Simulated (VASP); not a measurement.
# ZnO (P6_3mc) in VASP: notebook

Runs on ZnO. Level: r2SCAN. Tasks: single point.

Everything below comes from runs of VASP 6.6.1. Logs are shortened: lines on timing, memory, paths and dates and some standing lists are left out, and cuts for length are marked.

### Step 1. The cell of the first run

It takes space group P6_3mc (No. 186, hexagonal). The conventional cell has a = 3.235 Å, b = 3.235 Å, c = 5.421 Å, α = 90.00°, β = 90.00°, γ = 120.00°. Within 2.6 Å of Zn (site symmetry 3m) lie 4 O at 1.99 to 2.01 Å. Within 2.6 Å of O (site symmetry 3m) lie 4 Zn at 1.99 to 2.01 Å.

### Step 2. Single point, r2SCAN (strain along c alone, the other axes held: +4.0 %, then relaxed in part)

File POSCAR:

```
ZnO
1.0
    3.2348692153      0.0000000000      0.0000000000
   -1.6174346076      2.8014789184      0.0000000000
    0.0000000000      0.0000000000      5.4208039998
Zn O
2 2
Direct
    0.6666666667      0.3333333333      0.5046941672
    0.3333333333      0.6666666667      0.0046941672
    0.6666666667      0.3333333333      0.8756158328
    0.3333333333      0.6666666667      0.3756158328
```

File INCAR.step1:

```
PREC     = Accurate       # precision mode
ENCUT    = 520            # plane-wave cutoff, eV
ISMEAR   = 0              # smearing method
SIGMA    = 0.02           # smearing width, eV
LREAL    = F              # projectors in reciprocal space
LASPH    = T              # aspherical terms in the spheres
NELM     = 100            # most SCF steps
NBANDS   = 26             # bands
GGA      = PE             # functional
ALGO     = Normal         # electronic algorithm
EDIFF    = 1E-4           # SCF threshold, eV
LWAVE    = T              # write WAVECAR
LCHARG   = F              # write CHGCAR
```

File INCAR.step2:

```
PREC     = Accurate       # precision mode
ENCUT    = 520            # plane-wave cutoff, eV
EDIFF    = 1E-7           # SCF threshold, eV
ISMEAR   = 0              # smearing method
SIGMA    = 0.02           # smearing width, eV
LREAL    = F              # projectors in reciprocal space
LASPH    = T              # aspherical terms in the spheres
NELM     = 100            # most SCF steps
ALGO     = Normal         # electronic algorithm
ISIF     = 2              # what is computed and relaxed
LWAVE    = F              # write WAVECAR
LCHARG   = F              # write CHGCAR
METAGGA  = R2SCAN         # meta-GGA
LMIXTAU  = T            
NBANDS   = 26             # bands
ISTART   = 1
```

File KPOINTS:

```
regular mesh
0
Gamma
  12 12 6
```

Potentials or basis: VASP PAW PBE potentials, release 64 (Zn, O).

Run with:

```bash
cat potpaw_PBE.64/Zn/POTCAR potpaw_PBE.64/O/POTCAR > POTCAR
cp INCAR.step1 INCAR
mpirun -np 1 vasp_std > vasp.out
cp INCAR.step2 INCAR
mpirun -np 1 vasp_std > vasp.out
```

OUTCAR:

```text
PREC = Accurate
   ENCUT = 520
   EDIFF = 1E-7
   ISMEAR = 0
   LREAL = F
   LASPH = T
   NELM = 100
   ISIF = 2
   METAGGA = R2SCAN
   ISTART = 1

 ion  position               nearest neighbor table
   1  0.667  0.333  0.505-   4 1.99   4 1.99   4 1.99   3 2.01
   2  0.333  0.667  0.005-   3 1.99   3 1.99   3 1.99   4 2.01
   3  0.667  0.333  0.876-   2 1.99   2 1.99   2 1.99   1 2.01
   4  0.333  0.667  0.376-   1 1.99   1 1.99   1 1.99   2 2.01

  LATTYP: Found a hexagonal cell.
 ALAT       =     3.2348692153
 C/A-ratio  =     1.6757413172

  Lattice vectors:

 A1 = (   3.2348692153,   0.0000000000,   0.0000000000)
 A2 = (  -1.6174346076,   2.8014789184,   0.0000000000)
 A3 = (   0.0000000000,   0.0000000000,   5.4208039998)

Analysis of symmetry for initial positions (statically):
=====================================================================
 Subroutine PRICEL returns:
 Original cell was already a primitive cell.

 Routine SETGRP: Setting up the symmetry group for a
 hexagonal supercell.

 Subroutine GETGRP returns: Found 12 space group operations
 (whereof  6 operations were pure point group operations)
 out of a pool of 24 trial point group operations.

The static configuration has the point symmetry C_3v.
 The point group associated with its full space group is C_6v.

Analysis of symmetry for dynamics (positions and initial velocities):
=====================================================================
 Subroutine PRICEL returns:
 Original cell was already a primitive cell.

 Routine SETGRP: Setting up the symmetry group for a
 hexagonal supercell.

 Subroutine GETGRP returns: Found 12 space group operations
 (whereof  6 operations were pure point group operations)
 out of a pool of 24 trial point group operations.

The dynamic configuration has the point symmetry C_3v.
 The point group associated with its full space group is C_6v.

 Subroutine INISYM returns: Found 12 space group operations
 (whereof  6 operations are pure point group operations),
 and found     1 'primitive' translations

----------------------------------------------------------------------------------------

                                     Primitive cell

  volume of cell :      49.1256

  direct lattice vectors                    reciprocal lattice vectors
     3.234869215  0.000000000  0.000000000     0.309131508  0.178477160  0.000000000
    -1.617434608  2.801478918  0.000000000     0.000000000  0.356954319  0.000000000
     0.000000000  0.000000000  5.420804000     0.000000000  0.000000000  0.184474480

  length of vectors
     3.234869215  3.234869215  5.420804000     0.356954319  0.356954319  0.184474480

  position of ions in fractional coordinates (direct lattice)
     0.666666667  0.333333333  0.504694167
     0.333333333  0.666666667  0.004694167
     0.666666667  0.333333333  0.875615833
     0.333333333  0.666666667  0.375615833

  ion indices of the primitive-cell ions
   primitive index   ion index
                 1           1
                 2           2
                 3           3
                 4           4

----------------------------------------------------------------------------------------

 KPOINTS: regular mesh

Automatic generation of k-mesh.
 Grid dimensions read from file:
 generate k-points for:   12   12    6

 Generating k-lattice:

  Cartesian coordinates                     Fractional coordinates (reciprocal lattice)
     0.025760959  0.014873097  0.000000000     0.083333333  0.000000000  0.000000000
     0.000000000  0.029746193  0.000000000     0.000000000  0.083333333  0.000000000
     0.000000000  0.000000000  0.030745747     0.000000000  0.000000000  0.166666667

  Length of vectors
     0.029746193  0.029746193  0.030745747

  Shift w.r.t. Gamma in fractional coordinates (k-lattice)
     0.000000000  0.000000000  0.000000000

 Subroutine IBZKPT returns following result:
 ===========================================

 Found     76 irreducible k-points:

 Following reciprocal coordinates:
            Coordinates               Weight
  0.000000  0.000000  0.000000      1.000000
  0.083333  0.000000  0.000000      6.000000
  0.166667  0.000000  0.000000      6.000000
  0.250000  0.000000  0.000000      6.000000
  0.333333  0.000000  0.000000      6.000000
  0.416667 -0.000000  0.000000      6.000000
[... 16 lines left out ...]
  0.250000  0.000000  0.166667     12.000000
  0.333333  0.000000  0.166667     12.000000
 [... further k-points ...]
   k-points           NKPTS =     76   k-points in BZ     NKDIM =     76   number of bands    NBANDS=     26
   number of dos      NEDOS =    301   number of ions     NIONS =      4
   total plane-waves  NPLWV =  23040
   dimension x,y,z NGX =    24 NGY =   24 NGZ =   40
   dimension x,y,z NGXF=    48 NGYF=   48 NGZF=   80
   ions per type =               2   2
   NGX,Y,Z   is equivalent  to a cutoff of  12.33, 12.33, 12.27 a.u.
   NGXF,Y,Z  is equivalent  to a cutoff of  24.67, 24.67, 24.53 a.u.
 SYSTEM =  unknown system
   PREC   = accura    normal or accurate (medium, high low for compatibility)
   ISTART =      1    job   : 0-new  1-cont  2-samecut
   ICHARG =      0    charge: 1-file 2-atom 10-const
   ISPIN  =      1    spin polarized calculation?
   LNONCOLLINEAR =      F non collinear calculations
   LSORBIT =      F    spin-orbit coupling
   LASPH  =      T    aspherical Exc in radial PAW
   ENCUT  =  520.0 eV  38.22 Ry    6.18 a.u.   6.01  6.01 10.08*2*pi/ulx,y,z
   NELM   =    100;   NELMIN=  2; NELMDL=  0     # of ELM steps
   EDIFF  = 0.1E-06   stopping-criterion for ELM
   LREAL  =      F    real-space projection
   EDIFFG = 0.1E-05   stopping-criterion for IOM
   NSW    =      0    number of steps for IOM
   IBRION =     -1    ionic relax: 0-MD 1-quasi-New 2-CG
   NFREE  =      0    steps in history (QN), initial steepest desc. (CG)
   ISIF   =      2    stress and relaxation
   ISYM   =      2    0-nonsym 1-usesym 2-fastsym
   POTIM  = 0.5000    time-step for ionic-motion
   TEBEG  =    0.0;   TEEND  =   0.0 temperature during run
   PSTRESS=    0.0 pullay stress
   NELECT =      36.0000    total number of electrons
   NUPDOWN=      -1.0000    fix difference up-down
   EMIN   =  10.00;   EMAX   =-10.00  energy-range for DOS
   EFERMI =   0.00;   METHOD = LEGACY
   ISMEAR =     0;   SIGMA  =   0.02  broadening in eV -4-tet -1-fermi 0-gaus
   EFERMI_NEDOS =   21; number of points for ismear=-14 and -15
   IALGO  =     38    algorithm
   IMIX   =      4    mixing-type and parameters
     AMIX     =   0.40;   BMIX     =  1.00
     AMIX_MAG =   1.60;   BMIX_MAG =  1.00
  volume/ion in A,a.u.               =      12.28        82.88
  Fermi-wavevector in a.u.,A,eV,Ry     =   1.475955  2.789150 29.639512  2.178443
  Thomas-Fermi vector in A             =   2.590541
   LORBIT       =      0    0 simple, 1 ext, 2 COOP (PROOUT), +10 PAW based schemes
   METAGGA = R2SCAN    functional components
   LHFCALC =     F    Hartree Fock is set to
   AEXX    =    0.0000 exact exchange contribution
   IVDW    =     0    specifies the selected vdW correction
   LEPSILON=     F    determine dielectric tensor
   LRPA    =     F    only Hartree local field effects (RPA)
 non-spin polarized calculation
 Gauss-broadening in eV      SIGMA  =   0.02
  energy-cutoff  :      520.00
  volume of cell :       49.13
 maximum number of plane-waves:      1350
   NGX = 13   NGY = 13   NGZ = 21

 number of electron      36.0000038 magnetization

 Free energy of the ion-electron system (eV)
  ---------------------------------------------------
  ext. energy  EPLUGINS =         0.00000000
  ---------------------------------------------------
  free energy    TOTEN  =       -36.27703282 eV

  energy without entropy =      -36.27703282  energy(sigma->0) =      -36.27703282

 E-fermi :   0.7483     XC(G=0): -11.4826

 val. band max:        0.5872900284   @ k =   0.0000   0.0000   0.0000
 cond. band min:       1.7003615756   @ k =   0.0000   0.0000   0.0000
 fundamental gap:      1.1130715472
 Fermi energy:         0.7483418881

 k-point     1 :       0.0000    0.0000    0.0000
  band No.  band energies     occupation
      1     -18.2590      2.00000
      2     -17.6668      2.00000
      3      -5.1450      2.00000
      4      -5.0833      2.00000
      5      -5.0833      2.00000
      6      -5.0233      2.00000
[... 18 lines left out ...]
     25      15.7258      0.00000
     26      15.7260      0.00000

 k-point     2 :       0.0833    0.0000    0.0000
  band No.  band energies     occupation
      1     -18.2233      2.00000
      2     -17.6489      2.00000
      3      -5.1303      2.00000
      4      -5.1121      2.00000
      5      -5.0630      2.00000
      6      -4.9654      2.00000
[... 18 lines left out ...]
     25      15.1330      0.00000
     26      15.7880      0.00000

 k-point     3 :       0.1667    0.0000    0.0000
  band No.  band energies     occupation
      1     -18.1233      2.00000
      2     -17.6009      2.00000
      3      -5.2154      2.00000
      4      -5.0648      2.00000
      5      -5.0100      2.00000
      6      -4.9033      2.00000
[... 18 lines left out ...]
     25      15.0227      0.00000
     26      15.7581      0.00000

 k-point     4 :       0.2500    0.0000    0.0000
  band No.  band energies     occupation
      1     -17.9788      2.00000
      2     -17.5388      2.00000
      3      -5.3091      2.00000
      4      -5.0320      2.00000
      5      -4.9463      2.00000
      6      -4.8344      2.00000
[... 18 lines left out ...]
     25      14.7510      0.00000
     26      15.5246      0.00000
[... 496 lines left out ...]
      1     -18.0893      2.00000
      2     -17.6371      2.00000
      3      -5.2512      2.00000
      4      -5.0892      2.00000
      5      -4.9972      2.00000
      6      -4.9778      2.00000
[... 18 lines left out ...]
     25      14.6626      0.00000
     26      15.5788      0.00000

 k-point    23 :       0.2500    0.0000    0.1667
  band No.  band energies     occupation
      1     -17.9498      2.00000
      2     -17.5685      2.00000
      3      -5.3355      2.00000
      4      -5.0890      2.00000
      5      -4.9292      2.00000
      6      -4.8624      2.00000
[... 18 lines left out ...]
     25      14.7632      0.00000
     26      15.4280      0.00000

 k-point    24 :       0.3333    0.0000    0.1667
  band No.  band energies     occupation
      1     -17.7986      2.00000
      2     -17.5067      2.00000
      3      -5.3741      2.00000
      4      -5.1058      2.00000
      5      -4.8731      2.00000
      6      -4.7080      2.00000
[... 18 lines left out ...]
     25      14.6332      0.00000
     26      15.4246      0.00000

 [... further k-points ...]

------------------------ aborting loop because EDIFF is reached ----------------------------------------

  FORCE on cell =-STRESS in cart. coord.  units (eV):
  Direction    XX          YY          ZZ          XY          YZ          ZX
  --------------------------------------------------------------------------------------
  -------------------------------------------------------------------------------------
  Total       -0.9172309     -0.9172309     -2.4265401     -0.0000000     -0.0000000      0.0000000
  in kB      -29.9144809    -29.9144809    -79.1389474     -0.0000000     -0.0000000      0.0000000
  external PRESSURE =     -46.3226364 kB  Pullay stress =       0.0000000 kB

 VOLUME and BASIS-vectors are now :
 -----------------------------------------------------------------------------
  energy-cutoff  :      520.00
  volume of cell :       49.13
      direct lattice vectors                 reciprocal lattice vectors
     3.234869215  0.000000000  0.000000000     0.309131508  0.178477160  0.000000000
    -1.617434608  2.801478918  0.000000000     0.000000000  0.356954319  0.000000000
     0.000000000  0.000000000  5.420804000     0.000000000  0.000000000  0.184474480

 POSITION                                       TOTAL-FORCE (eV/Angst)
 -----------------------------------------------------------------------------------
      1.61743      0.93383      2.73585         0.000000     -0.000000      0.007924
     -0.00000      1.86765      0.02545        -0.000000      0.000000      0.007924
      1.61743      0.93383      4.74654        -0.000000      0.000000     -0.007924
     -0.00000      1.86765      2.03614        -0.000000     -0.000000     -0.007924
 -----------------------------------------------------------------------------------
    total drift:                               -0.000000      0.000000     -0.032543

  FREE ENERGIE OF THE ION-ELECTRON SYSTEM (eV)
  ---------------------------------------------------
  free  energy   TOTEN  =       -36.2770328212 eV

  energy  without entropy=      -36.2770328212  energy(sigma->0) =      -36.27703282
```

Run time: 2 min. Hardware: 1 thread of Intel Xeon 6975P-C (Granite Rapids), shared host; peak memory 0.22 GiB.

What came out:

| Property | Result |
| --- | --- |
| Free energy | -36.2770 eV |
| Pressure | -4.6 GPa |
| Largest force | 0.008 eV/Å |
| Band gap on the k mesh | 1.11 eV, direct |

Forces on the atoms (eV/Å):
```
Zn   0.000  0.000  0.008
Zn   0.000  0.000  0.008
O    0.000  0.000 -0.008
O    0.000  0.000 -0.008
```

Levels at points of the mesh, in eV from the valence-band top:
| k point | band 15 | band 16 | band 17 | band 18 | band 19 | band 20 | band 21 | band 22 |
| --- | --- | --- | --- | --- | --- | --- | --- | --- |
| (0.00, 0.00, 0.00) | -0.75 | -0.13 | 0.00 | 0.00 | 1.11 | 5.87 | 8.35 | 13.89 |
| (0.50, 0.00, 0.00) | -2.80 | -2.12 | -1.35 | -0.77 | 6.26 | 7.32 | 7.70 | 9.23 |
| (0.00, 0.00, 0.50) | -0.37 | -0.37 | -0.37 | -0.37 | 3.77 | 3.77 | 10.43 | 10.43 |
| (0.50, 0.00, 0.50) | -1.50 | -1.50 | -1.41 | -1.41 | 6.08 | 6.08 | 8.94 | 8.94 |

Caveat: the cell differs from its parent crystal (strain along c alone, the other axes held: +4.0 %, then relaxed in part); the PAW data sets were made with another functional, which shifts forces and pressure a little.

### Step 3. Single point, r2SCAN

POSCAR is that of step 2.

File INCAR.step1:

```
SYSTEM = ZnO
ALGO = Normal
EDIFF = 1E-4
ENCUT = 520
GGA = PE
ISMEAR = 0
LASPH = .TRUE.
LCHARG = .FALSE.
LREAL = .FALSE.
LWAVE = .TRUE.
NBANDS = 26
NELM = 80
PREC = Accurate
SIGMA = 0.02
```

File INCAR.step2:

```
SYSTEM = ZnO
ALGO = Normal
EDIFF = 1E-7
ENCUT = 520
ISIF = 2
ISMEAR = 0
ISTART = 1
LASPH = .TRUE.
LCHARG = .FALSE.
LMIXTAU = .TRUE.
LREAL = .FALSE.
LWAVE = .FALSE.
METAGGA = R2SCAN
NBANDS = 26
NELM = 80
PREC = Accurate
SIGMA = 0.02
```

File KPOINTS:

```
k-points
0
G
  12 12 6
  0 0 0
```

Potentials or basis: VASP PAW PBE potentials, release 64 (Zn, O).

Run with:

```bash
cat potpaw_PBE.64/Zn/POTCAR potpaw_PBE.64/O/POTCAR > POTCAR
cp INCAR.step1 INCAR
mpirun -np 1 vasp_std > vasp.out
cp INCAR.step2 INCAR
mpirun -np 1 vasp_std > vasp.out
```

It took 2 min on 1 thread of Intel Xeon 6975P-C (Granite Rapids), shared host; peak memory 0.22 GiB.

Results (log left out):

```
Free energy            : -36.2770 eV
Pressure               : -4.6 GPa
Largest force          : 0.008 eV/Å
Band gap on the k mesh : 1.11 eV, direct
```

Forces on the atoms (eV/Å):
```
Zn   0.000  0.000  0.008
Zn   0.000  0.000  0.008
O    0.000  0.000 -0.008
O    0.000  0.000 -0.008
```

Stress tensor (GPa, compression positive):
```
-2.99  0.00  0.00
 0.00 -2.99  0.00
 0.00  0.00 -7.91
```

Levels at points of the mesh, in eV from the valence-band top:
| k point | band 16 | band 17 | band 18 | band 19 | band 20 | band 21 |
| --- | --- | --- | --- | --- | --- | --- |
| (0.00, 0.00, 0.00) | -0.13 | 0.00 | 0.00 | 1.11 | 5.87 | 8.35 |
| (0.50, 0.00, 0.00) | -2.12 | -1.35 | -0.77 | 6.26 | 7.32 | 7.70 |
| (0.00, 0.00, 0.50) | -0.37 | -0.37 | -0.37 | 3.77 | 3.77 | 10.43 |
| (0.50, 0.00, 0.50) | -1.50 | -1.41 | -1.41 | 6.08 | 6.08 | 8.94 |

Caveat: the PAW data sets were made with another functional, which shifts forces and pressure a little. r2SCAN opens gaps a little over a GGA but as a rule still falls short of measured ones.

### Step 4. Single point, r2SCAN

This run uses another cell than the first one, of 11.26 Å³/atom, 0.917 times its volume.

File POSCAR:

```
ZnO
1.0
    3.1842439176      0.0000000000      0.0000000000
   -1.5921219588      2.7576361245      0.0000000000
    0.0000000000      0.0000000000      5.1276088865
Zn O
2 2
Direct
    0.6666666667      0.3333333333      0.5003397240
    0.3333333333      0.6666666667      0.0003397240
    0.6666666667      0.3333333333      0.8799702760
    0.3333333333      0.6666666667      0.3799702760
```

File INCAR.step1:

```
ALGO = Normal
EDIFF = 1E-4
ENCUT = 520
GGA = PE
ISMEAR = 0
LASPH = True
LCHARG = False
LREAL = False
LWAVE = True
NBANDS = 26
NELM = 80
PREC = Accurate
SIGMA = 0.02
```

File INCAR.step2:

```
ALGO = Normal
EDIFF = 1E-7
ENCUT = 520
ISIF = 2
ISMEAR = 0
ISTART = 1
LASPH = True
LCHARG = False
LMIXTAU = True
LREAL = False
LWAVE = False
METAGGA = R2SCAN
NBANDS = 26
NELM = 80
PREC = Accurate
SIGMA = 0.02
```

File KPOINTS:

```
k-points
0
Gamma
  12 12 6
```

Run with:

```bash
cat potpaw_PBE.64/Zn/POTCAR potpaw_PBE.64/O/POTCAR > POTCAR
cp INCAR.step1 INCAR
mpirun -np 1 vasp_std > vasp.out
cp INCAR.step2 INCAR
mpirun -np 1 vasp_std > vasp.out
```

Run time: 2.9 min. Hardware: 1 thread of Intel Xeon Platinum 8259CL at 2.50GHz (Skylake/Cascade Lake), shared host; peak memory 0.21 GiB.

The run converged. Its results:

| Property | Result |
| --- | --- |
| Free energy | -36.2481 eV |
| Pressure | 9.3 GPa |
| Band gap on the k mesh | 1.31 eV, direct |

Forces on the atoms (eV/Å):
```
Zn   0.000  0.000 -0.002
Zn   0.000  0.000 -0.002
O    0.000  0.000  0.002
O    0.000  0.000  0.002
```

Stress tensor (GPa, compression positive):
```
9.24 0.00 0.00
0.00 9.24 0.00
0.00 0.00 9.43
```

Levels at points of the mesh, in eV from the valence-band top:
```tsv
k point	band 16	band 17	band 18	band 19	band 20	band 21
(0.00, 0.00, 0.00)	-0.11	0.00	0.00	1.31	6.06	9.01
(0.50, 0.00, 0.00)	-2.50	-1.39	-0.93	6.65	7.43	8.14
(0.00, 0.00, 0.50)	-0.43	-0.43	-0.43	4.06	4.06	11.03
(0.50, 0.00, 0.50)	-1.66	-1.50	-1.50	6.33	6.33	9.48
```

Caveat: the PAW data sets were made with another functional, which shifts forces and pressure a little. r2SCAN opens gaps a little over a GGA but as a rule still falls short of measured ones.
